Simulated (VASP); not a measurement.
Here is a VASP 6.6.1 calculation.

File INCAR:

```
SYSTEM = RbCaBr3
PREC = Accurate
ENCUT = 520
EDIFF = 1E-7
ISMEAR = 0
SIGMA = 0.05
LREAL = .FALSE.
LASPH = .TRUE.
NELM = 60
ALGO = Normal
ISIF = 2
LWAVE = .FALSE.
LCHARG = .FALSE.
GGA = CA
NBANDS = 28
```

KPOINTS

```
Automatic mesh
0
G
  4 4 4
  0 0 0
```

File POSCAR:

```
RbCaBr3
1.0
    5.5645893000      0.0000000000      0.0000000000
    0.0000000000      5.5645893000      0.0000000000
    0.0000000000      0.0000000000      5.8227403500
Rb Ca Br
1 1 3
Direct
    0.5000000000      0.5000000000      0.5000000000
    0.0000000000      0.0000000000      0.0000000000
    0.5000000000      0.0000000000      0.0000000000
    0.0000000000      0.5000000000      0.0000000000
    0.0000000000      0.0000000000      0.5000000000
```

Potentials or basis: VASP PAW LDA potentials, release 64 (Rb_sv, Ca_sv, Br).

Run with:

```bash
$ cat potpaw_LDA.64/Rb_sv/POTCAR potpaw_LDA.64/Ca_sv/POTCAR potpaw_LDA.64/Br/POTCAR > POTCAR
$ mpirun -np 1 vasp_std > vasp.out
```

What does it give for the band gap on the k mesh?

3.71 eV, indirect (least direct gap 4.05 eV).

Estimate the pressure.

-1.5 GPa.

Stress tensor (GPa, compression positive):
```
-1.00  0.00  0.00
 0.00 -1.00  0.00
 0.00  0.00 -2.60
```

Caveat: the cell differs from its parent crystal (strain -0.030 along x and y, +0.015 along z). A k mesh can miss the band edges.
